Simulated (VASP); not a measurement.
**K: single point with BLYP**

Crystal: K.

```
K
1.0
     4.22505    0.00000    0.00000
     0.00000    4.22505    0.00000
     0.00000    0.00000    4.22505
K
1
Cartesian
  0.0000 0.0000 0.0000
```

This isn't the form of K at room conditions, which is bcc.

| Property | Result |
| --- | --- |
| Program | VASP 6.6.1 |
| Task | single point |
| Functional | BLYP |
| Potentials or basis | VASP PAW PBE potentials, release 64 (K_sv) |
| Cutoff | 520 eV |
| k mesh | 8 × 8 × 8 |
| Occupations | fermi-dirac, width 0.1 eV |
| Spin | no spin polarisation |

```
Pressure               : 0.3 GPa
Band gap on the k mesh : zero (an odd number of electrons rules out a gap without spin polarisation)
```

Levels at points of the mesh, in eV from the Fermi level:
```tsv
k point	band 1	band 2	band 3	band 4	band 5	band 6	band 7	band 8
(0.00, 0.00, 0.00)	-32.40	-15.92	-15.92	-15.92	-2.13	2.71	2.71	5.94
(0.50, 0.00, 0.00)	-32.40	-16.03	-15.92	-15.92	-0.15	0.31	3.27	4.48
(0.50, 0.50, 0.00)	-32.39	-16.01	-16.01	-15.91	1.17	1.91	2.27	2.27
(0.50, 0.50, 0.50)	-32.39	-16.00	-16.00	-16.00	2.22	2.22	2.22	4.38
```

Wall time 19 s on 1 thread of Intel(R) Xeon(R) Platinum 8488C (Sapphire Rapids), on a shared host, peak memory 0.17 GiB.

Caveat: the PAW data sets were made with another functional, which shifts forces and pressure a little.
